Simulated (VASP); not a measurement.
# Al5InN6 (P4/mmm) in VASP: relaxation of cell and atoms with PBE

Aim: the relaxation of cell and atoms of Al5InN6 with PBE.

The COD entry that gives the cell may itself be a prediction, so a difference from it is no test against experiment.

Program: VASP 6.6.1. These are calculated values, not measurements. Logs are shortened: lines on timing, memory, paths and dates and some standing lists are left out, and cuts for length are marked.

**1. The cell of the first run**

The structure is tetragonal, space group P4/mmm (No. 123). The conventional cell has a = 2.987 Å, b = 2.987 Å, c = 12.616 Å, α = 90.00°, β = 90.00°, γ = 90.00°. Within 2.6 Å of Al (site symmetry 4mm) lie 6 N at 1.99 to 2.34 Å. Al (site symmetry 4mm) has 6 N at 1.98 to 2.11 Å within 2.6 Å. Al (site symmetry 4/mmm) has 6 N at 1.98 to 2.11 Å within 2.6 Å. Within 2.8 Å of In (site symmetry 4/mmm) lie 6 N at 2.11 to 2.35 Å. Within 2.8 Å of N (site symmetry 4/mmm) lie 4 In at 2.11 Å and 2 Al at 2.34 Å. Within 2.6 Å of N (site symmetry 4mm) lie 5 Al at 1.98 to 2.11 Å and 1 In at 2.35 Å. Within 2.6 Å of N (site symmetry 4mm) lie 6 Al at 1.98 to 2.11 Å. Within 2.6 Å of N (site symmetry 4/mmm) lie 6 Al at 1.98 to 2.11 Å.

**2. Relaxation of cell and atoms, PBE**

Contents of INCAR:

```
SYSTEM = Al5InN6
ALGO = Normal
EDIFF = 1E-7
EDIFFG = -0.01
ENCUT = 600
GGA = PE
GGA_COMPAT = .FALSE.
IBRION = 2
ISIF = 3
ISMEAR = 0
LASPH = .TRUE.
LCHARG = .FALSE.
LREAL = .FALSE.
LWAVE = .FALSE.
NELM = 120
NELMIN = 4
NSW = 100
PREC = Accurate
SIGMA = 0.02
```

Contents of KPOINTS:

```
k-points
0
G
  10 10 2
  0 0 0
```

Contents of POSCAR:

```
Al5InN6
1.0
    2.9870536123      0.0000000000      0.0000000000
    0.0000000000      2.9870536123      0.0000000000
    0.0000000000      0.0000000000     12.6160987943
Al In N
5 1 6
Direct
    0.0000000000      0.0000000000      0.8148098517
    0.0000000000      0.0000000000      0.1851901483
    0.5000000000      0.5000000000      0.3432240166
    0.0000000000      0.0000000000      0.5000000000
    0.5000000000      0.5000000000      0.6567759834
    0.5000000000      0.5000000000      0.0000000000
    0.0000000000      0.0000000000      0.0000000000
    0.5000000000      0.5000000000      0.1860522112
    0.0000000000      0.0000000000      0.3428168143
    0.5000000000      0.5000000000      0.5000000000
    0.0000000000      0.0000000000      0.6571831857
    0.5000000000      0.5000000000      0.8139477888
```

Potentials or basis: VASP PAW PBE potentials, release 64 (Al, In_d, N).

Launch:

```
cat potpaw_PBE.64/Al/POTCAR potpaw_PBE.64/In_d/POTCAR potpaw_PBE.64/N/POTCAR > POTCAR
mpirun -np 1 vasp_std > vasp.out
```

OUTCAR:

```text
SYSTEM = Al5InN6
   EDIFF = 1E-7
   EDIFFG = -0.01
   ENCUT = 600
   GGA = PE
   IBRION = 2
   ISIF = 3
   ISMEAR = 0
   LASPH = .TRUE.
   LREAL = .FALSE.
   NELM = 120
   NELMIN = 4
   NSW = 100
   PREC = Accurate

 ion  position               nearest neighbor table
   1  0.000  0.000  0.815-  11 1.99  12 2.11  12 2.11  12 2.11  12 2.11   7 2.34   5 2.90   5 2.90
                             5 2.90   5 2.90   6 3.15   6 3.15   6 3.15   6 3.15
   2  0.000  0.000  0.185-   9 1.99   8 2.11   8 2.11   8 2.11   8 2.11   7 2.34   3 2.90   3 2.90
                             3 2.90   3 2.90   6 3.15   6 3.15   6 3.15   6 3.15
   3  0.500  0.500  0.343-  10 1.98   8 1.98   9 2.11   9 2.11   9 2.11   9 2.11   4 2.89   4 2.89
                             4 2.89   4 2.89   2 2.90   2 2.90   2 2.90   2 2.90
   4  0.000  0.000  0.500-   9 1.98  11 1.98  10 2.11  10 2.11  10 2.11  10 2.11   5 2.89   5 2.89
                             3 2.89   5 2.89   3 2.89   3 2.89   5 2.89   3 2.89
   5  0.500  0.500  0.657-  10 1.98  12 1.98  11 2.11  11 2.11  11 2.11  11 2.11   4 2.89   4 2.89
                             4 2.89   4 2.89   1 2.90   1 2.90   1 2.90   1 2.90
   6  0.500  0.500  0.000-   7 2.11   7 2.11   7 2.11   7 2.11  12 2.35   8 2.35   2 3.15   2 3.15
                             1 3.15   2 3.15   1 3.15   1 3.15   2 3.15   1 3.15
   7  0.000  0.000  0.000-   6 2.11   6 2.11   6 2.11   6 2.11   1 2.34   2 2.34
   8  0.500  0.500  0.186-   3 1.98   2 2.11   2 2.11   2 2.11   2 2.11   6 2.35
   9  0.000  0.000  0.343-   4 1.98   2 1.99   3 2.11   3 2.11   3 2.11   3 2.11
  10  0.500  0.500  0.500-   3 1.98   5 1.98   4 2.11   4 2.11   4 2.11   4 2.11
  11  0.000  0.000  0.657-   4 1.98   1 1.99   5 2.11   5 2.11   5 2.11   5 2.11
  12  0.500  0.500  0.814-   5 1.98   1 2.11   1 2.11   1 2.11   1 2.11   6 2.35

  LATTYP: Found a simple tetragonal cell.
 ALAT       =     2.9870536123
 C/A-ratio  =     4.2235930224

  Lattice vectors:

 A1 = (   2.9870536123,   0.0000000000,   0.0000000000)
 A2 = (   0.0000000000,   2.9870536123,   0.0000000000)
 A3 = (   0.0000000000,   0.0000000000,  12.6160987943)

Analysis of symmetry for initial positions (statically):
=====================================================================
 Subroutine PRICEL returns:
 Original cell was already a primitive cell.

 Routine SETGRP: Setting up the symmetry group for a
 simple tetragonal supercell.

 Subroutine GETGRP returns: Found 16 space group operations
 (whereof 16 operations were pure point group operations)
 out of a pool of 16 trial point group operations.

The static configuration has the point symmetry D_4h.

Analysis of symmetry for dynamics (positions and initial velocities):
=====================================================================
 Subroutine PRICEL returns:
 Original cell was already a primitive cell.

 Routine SETGRP: Setting up the symmetry group for a
 simple tetragonal supercell.

 Subroutine GETGRP returns: Found 16 space group operations
 (whereof 16 operations were pure point group operations)
 out of a pool of 16 trial point group operations.

The dynamic configuration has the point symmetry D_4h.

 Subroutine INISYM returns: Found 16 space group operations
 (whereof 16 operations are pure point group operations),
 and found     1 'primitive' translations

----------------------------------------------------------------------------------------

                                     Primitive cell

  volume of cell :     112.5670

  direct lattice vectors                    reciprocal lattice vectors
     2.987053612  0.000000000  0.000000000     0.334778055  0.000000000  0.000000000
     0.000000000  2.987053612  0.000000000     0.000000000  0.334778055  0.000000000
     0.000000000  0.000000000 12.616098794     0.000000000  0.000000000  0.079263805

  length of vectors
     2.987053612  2.987053612 12.616098794     0.334778055  0.334778055  0.079263805

  position of ions in fractional coordinates (direct lattice)
     0.000000000  0.000000000  0.814809852
     0.000000000  0.000000000  0.185190148
     0.500000000  0.500000000  0.343224017
     0.000000000  0.000000000  0.500000000
     0.500000000  0.500000000  0.656775983
     0.500000000  0.500000000  0.000000000
     0.000000000  0.000000000  0.000000000
     0.500000000  0.500000000  0.186052211
     0.000000000  0.000000000  0.342816814
     0.500000000  0.500000000  0.500000000
     0.000000000  0.000000000  0.657183186
     0.500000000  0.500000000  0.813947789

  ion indices of the primitive-cell ions
   primitive index   ion index
                 1           1
                 2           2
                 3           3
                 4           4
                 5           5
                 6           6
                 7           7
                 8           8
                 9           9
                10          10
                11          11
                12          12

----------------------------------------------------------------------------------------

 KPOINTS: k-points

Automatic generation of k-mesh.
 Grid dimensions read from file:
 generate k-points for:   10   10    2

 Generating k-lattice:

  Cartesian coordinates                     Fractional coordinates (reciprocal lattice)
     0.033477806  0.000000000  0.000000000     0.100000000  0.000000000  0.000000000
     0.000000000  0.033477806  0.000000000     0.000000000  0.100000000  0.000000000
     0.000000000  0.000000000  0.039631903     0.000000000  0.000000000  0.500000000

  Length of vectors
     0.033477806  0.033477806  0.039631903

  Shift w.r.t. Gamma in fractional coordinates (k-lattice)
     0.000000000  0.000000000  0.000000000

 Subroutine IBZKPT returns following result:
 ===========================================

 Found     42 irreducible k-points:

 Following reciprocal coordinates:
            Coordinates               Weight
  0.000000  0.000000  0.000000      1.000000
  0.100000  0.000000  0.000000      4.000000
  0.200000  0.000000  0.000000      4.000000
  0.300000  0.000000  0.000000      4.000000
  0.400000  0.000000  0.000000      4.000000
  0.500000  0.000000  0.000000      2.000000
[... 16 lines left out ...]
  0.100000  0.000000  0.500000      4.000000
  0.200000  0.000000  0.500000      4.000000
 [... further k-points ...]
   k-points           NKPTS =     42   k-points in BZ     NKDIM =     42   number of bands    NBANDS=     36
   number of dos      NEDOS =    301   number of ions     NIONS =     12
   total plane-waves  NPLWV =  62208
   dimension x,y,z NGX =    24 NGY =   24 NGZ =  108
   dimension x,y,z NGXF=    48 NGYF=   48 NGZF=  216
   ions per type =               5   1   6
   NGX,Y,Z   is equivalent  to a cutoff of  13.36, 13.36, 14.23 a.u.
   NGXF,Y,Z  is equivalent  to a cutoff of  26.71, 26.71, 28.46 a.u.
 SYSTEM =  Al5InN6
   PREC   = accura    normal or accurate (medium, high low for compatibility)
   ISTART =      0    job   : 0-new  1-cont  2-samecut
   ICHARG =      2    charge: 1-file 2-atom 10-const
   ISPIN  =      1    spin polarized calculation?
   LNONCOLLINEAR =      F non collinear calculations
   LSORBIT =      F    spin-orbit coupling
   LASPH  =      T    aspherical Exc in radial PAW
   ENCUT  =  600.0 eV  44.10 Ry    6.64 a.u.   5.97  5.97 25.20*2*pi/ulx,y,z
   NELM   =    120;   NELMIN=  4; NELMDL= -5     # of ELM steps
   EDIFF  = 0.1E-06   stopping-criterion for ELM
   LREAL  =      F    real-space projection
   EDIFFG = -.1E-01   stopping-criterion for IOM
   NSW    =    100    number of steps for IOM
   IBRION =      2    ionic relax: 0-MD 1-quasi-New 2-CG
   NFREE  =      1    steps in history (QN), initial steepest desc. (CG)
   ISIF   =      3    stress and relaxation
   ISYM   =      2    0-nonsym 1-usesym 2-fastsym
   POTIM  = 0.5000    time-step for ionic-motion
   TEBEG  =    0.0;   TEEND  =   0.0 temperature during run
   PSTRESS=    0.0 pullay stress
   NELECT =      58.0000    total number of electrons
   NUPDOWN=      -1.0000    fix difference up-down
   EMIN   =  10.00;   EMAX   =-10.00  energy-range for DOS
   EFERMI =   0.00;   METHOD = LEGACY
   ISMEAR =     0;   SIGMA  =   0.02  broadening in eV -4-tet -1-fermi 0-gaus
   EFERMI_NEDOS =   21; number of points for ismear=-14 and -15
   IALGO  =     38    algorithm
   IMIX   =      4    mixing-type and parameters
     AMIX     =   0.40;   BMIX     =  1.00
     AMIX_MAG =   1.60;   BMIX_MAG =  1.00
  volume/ion in A,a.u.               =       9.38        63.30
  Fermi-wavevector in a.u.,A,eV,Ry     =   1.312443  2.480158 23.436126  1.722507
  Thomas-Fermi vector in A             =   2.442835
   LORBIT       =      0    0 simple, 1 ext, 2 COOP (PROOUT), +10 PAW based schemes
   GGA     = PE    functional components
   LHFCALC =     F    Hartree Fock is set to
   AEXX    =    0.0000 exact exchange contribution
   IVDW    =     0    specifies the selected vdW correction
   LEPSILON=     F    determine dielectric tensor
   LRPA    =     F    only Hartree local field effects (RPA)
 conjugate gradient relaxation of ions
 non-spin polarized calculation
 Gauss-broadening in eV      SIGMA  =   0.02
  energy-cutoff  :      600.00
  volume of cell :      112.57
 maximum number of plane-waves:      3796
 NGX is ok and might be reduce to    24
   NGX = 11   NGY = 11   NGZ = 51

--------------------------------------- Ionic step        1  -------------------------------------------

 number of electron      58.0000019 magnetization

 Free energy of the ion-electron system (eV)
  ---------------------------------------------------
  ext. energy  EPLUGINS =         0.00000000
  ---------------------------------------------------
  free energy    TOTEN  =       -81.31221490 eV

  energy without entropy =      -81.31221490  energy(sigma->0) =      -81.31221490

------------------------ aborting loop because EDIFF is reached ----------------------------------------

  FORCE on cell =-STRESS in cart. coord.  units (eV):
  Direction    XX          YY          ZZ          XY          YZ          ZX
  --------------------------------------------------------------------------------------
  -------------------------------------------------------------------------------------
  Total       -0.1288416     -0.1288416     -0.1562641      0.0000000     -0.0000000      0.0000000
  in kB       -1.8338148     -1.8338148     -2.2241222      0.0000000     -0.0000000      0.0000000
  external PRESSURE =      -1.9639172 kB  Pullay stress =       0.0000000 kB
[... 77 lines left out ...]
  energy  without entropy=      -81.3122256700  energy(sigma->0) =      -81.31222567

--------------------------------------- Ionic step        3  -------------------------------------------

 number of electron      58.0000018 magnetization

 Free energy of the ion-electron system (eV)
  ---------------------------------------------------
  ext. energy  EPLUGINS =         0.00000000
  ---------------------------------------------------
  free energy    TOTEN  =       -81.31227813 eV

  energy without entropy =      -81.31227813  energy(sigma->0) =      -81.31227813

 E-fermi :  10.3268     XC(G=0): -12.0438

 val. band max:       10.2346538239   @ k =   0.5000   0.0000   0.0000
 cond. band min:      12.3765880986   @ k =   0.5000   0.5000   0.0000
 fundamental gap:      2.1419342746
 Fermi energy:        10.3267896441

 k-point     1 :       0.0000    0.0000    0.0000
  band No.  band energies     occupation
      1      -7.5409      2.00000
      2      -7.0772      2.00000
      3      -6.8398      2.00000
      4      -6.0186      2.00000
      5      -4.8122      2.00000
      6      -4.3825      2.00000
[... 925 lines left out ...]
     35      16.0199      0.00000
     36      16.8895      0.00000

 [... further k-points ...]
[... 5 lines left out ...]
  --------------------------------------------------------------------------------------
  -------------------------------------------------------------------------------------
  Total        0.0080564      0.0080564     -0.0026947      0.0000000     -0.0000000      0.0000000
  in kB        0.1147684      0.1147684     -0.0383882      0.0000000     -0.0000000      0.0000000
  external PRESSURE =       0.0637162 kB  Pullay stress =       0.0000000 kB
[... 27 lines left out ...]
  FREE ENERGIE OF THE ION-ELECTRON SYSTEM (eV)
  ---------------------------------------------------
  free  energy   TOTEN  =       -81.3122781313 eV

  energy  without entropy=      -81.3122781313  energy(sigma->0) =      -81.31227813

 reached required accuracy - stopping structural energy minimisation
```

It took 14 min on 1 thread of Intel Xeon 8259CL, shared host; peak memory 0.36 GiB.

What came out:

- Free energy: -81.3123 eV
- Relaxed volume: 9.37 Å³/atom
- Relaxed cell: a = 2.986 Å, b = 2.986 Å, c = 12.612 Å, α = 90.00°, β = 90.00°, γ = 90.00°
- Space group after relaxing (to 0.05 Å): P4/mmm (No. 123)
- Energy gained by relaxing: 0.0 meV/atom
- Ionic steps: 3
- Pressure after relaxing: 0.0 GPa
- Band gap on the k mesh: 2.14 eV, indirect (least direct gap 3.28 eV)

Final structure:
```
Al In N
1.0
     2.98623    0.00000    0.00000
     0.00000    2.98623    0.00000
     0.00000    0.00000   12.61190
Al In N
5 1 6
Direct
  0.00000 0.00000 0.81480
  0.00000 0.00000 0.18520
  0.50000 0.50000 0.34323
  0.00000 0.00000 0.50000
  0.50000 0.50000 0.65677
  0.50000 0.50000 0.00000
  0.00000 0.00000 0.00000
  0.50000 0.50000 0.18606
  0.00000 0.00000 0.34282
  0.50000 0.50000 0.50000
  0.00000 0.00000 0.65718
  0.50000 0.50000 0.81394
```

Levels at points of the mesh, in eV from the valence-band top:
| k point | band 26 | band 27 | band 28 | band 29 | band 30 | band 31 | band 32 | band 33 |
| --- | --- | --- | --- | --- | --- | --- | --- | --- |
| (0.00, 0.00, 0.00) | -1.66 | -1.27 | -0.98 | -0.98 | 2.30 | 2.62 | 4.04 | 4.12 |
| (0.50, 0.00, 0.00) | -1.95 | -1.94 | -1.89 | 0.00 | 4.00 | 4.37 | 5.01 | 5.10 |
| (0.50, 0.50, 0.00) | -3.57 | -3.52 | -3.39 | -3.39 | 2.14 | 2.20 | 4.36 | 4.79 |
| (0.00, 0.00, 0.50) | -1.51 | -1.51 | -1.03 | -1.03 | 2.47 | 2.97 | 3.17 | 4.11 |
| (0.50, 0.00, 0.50) | -1.89 | -1.89 | -1.49 | 0.00 | 3.79 | 4.09 | 5.79 | 5.81 |
| (0.50, 0.50, 0.50) | -3.74 | -3.71 | -3.55 | -3.55 | 2.37 | 2.53 | 3.49 | 4.04 |

Caveat: spin-orbit coupling is left out, which moves the levels of the heavy elements.
